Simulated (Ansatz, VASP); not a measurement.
## Two plane-wave programs on Co

```
Co
1.0
     2.55454    0.00000    0.00000
    -1.27727    2.21229    0.00000
     0.00000    0.00000    4.16950
Co
2
Direct
  0.33333 0.66667 0.25000
  0.66667 0.33333 0.75000
```

Change from the starting cell: volume scaled by 1.06, ions relaxed.

Alike in both runs: functional PBE; k mesh 21 × 21 × 11; occupations fermi-dirac, width 0.05 eV; collinear spin.

Ansatz relaxed the structure, and its values are those at the end. VASP's run is a single point on that final structure, the one shown.

|  | VASP | Ansatz |
| --- | --- | --- |
| version | VASP 6.6.1 | Ansatz 0.2.0 |
| potentials or method | VASP PAW PBE potentials, release 64 (Co) | plane-wave PAW, scalar-relativistic |
| plane-wave cutoff (eV) | 520 | 420 |
| valence electrons in the cell | 18 | 34 |

|  | VASP | Ansatz | Ansatz less VASP |
| --- | --- | --- | --- |
| pressure (GPa) | -14.5 | -14.1 | +0.41 |
| net moment per atom (μB) | 1.68 | 1.69 | +0.011 |
| size of the moment on the site where the two differ most (μB) | 1.71 | 1.77 | +0.058 |

Site moments also hang on the region over which each program counts them. VASP's potentials hold 18 valence electrons a cell and Ansatz's 34, so a difference there can come from the potentials and not from the codes. Ansatz's warnings: stress scf threshold loose.
